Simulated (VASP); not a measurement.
## BaTiO3: single point with PBE

The system is BaTiO3.

```
CELL_PARAMETERS angstrom
3.97906 0.00000 0.00000
0.00000 3.97906 0.00000
0.00000 0.00000 4.04966
ATOMIC_POSITIONS crystal
Ba 0.50000 0.50000 0.50000
Ti 0.00000 0.00000 0.00000
O 0.50000 0.00000 0.00000
O 0.00000 0.50000 0.00000
O 0.00000 0.00000 0.50000
```

This cell differs from its parent crystal: biaxial strain in the a-b plane: -1.0 %, then relaxed in part.

```yaml
Program: VASP 6.6.1
Task: single point
Functional: PBE
Potentials_or_basis: VASP PAW PBE potentials, release 64 (Ba_sv, Ti_sv, O)
Cutoff: 520 eV
k_mesh: 8 × 8 × 8
Occupations: gaussian, width 0.02 eV
Spin: no spin polarisation
Dipole_correction: no
Further_INCAR_settings: ALGO = Normal; EDIFF = 1e-06; NBANDS = 28
```

```
Pressure               : 4.0 GPa
Band gap on the k mesh : 1.71 eV, indirect (least direct gap 1.87 eV)
```

Stress tensor (GPa, compression positive):
```
5.11 0.00 0.00
0.00 5.11 0.00
0.00 0.00 1.71
```

Levels at points of the mesh, in eV from the valence-band top:
```csv
k point,band 18,band 19,band 20,band 21,band 22,band 23
"(0.00, 0.00, 0.00)",-0.19,-0.16,-0.16,1.71,1.71,1.74
"(0.50, 0.00, 0.00)",-1.92,-0.76,-0.73,1.88,3.51,3.51
"(0.50, 0.50, 0.00)",-0.80,-0.80,-0.08,3.51,3.51,3.95
"(0.00, 0.00, 0.50)",-1.73,-0.73,-0.73,1.89,3.36,3.36
"(0.50, 0.00, 0.50)",-0.95,-0.94,-0.14,3.37,3.52,3.85
"(0.50, 0.50, 0.50)",-0.04,-0.04,0.00,4.11,4.11,4.19
```

It took 3.2 min on 1 thread of Intel(R) Xeon(R) Platinum 8375C CPU @ 2.90GHz (Ice Lake), with other jobs on the host, peak memory 0.26 GiB.

Caveat: the cell differs from its parent crystal (biaxial strain in the a-b plane: -1.0 %, then relaxed in part); spin-orbit coupling is left out, which moves the levels of the heavy elements. A k mesh can miss the band edges.
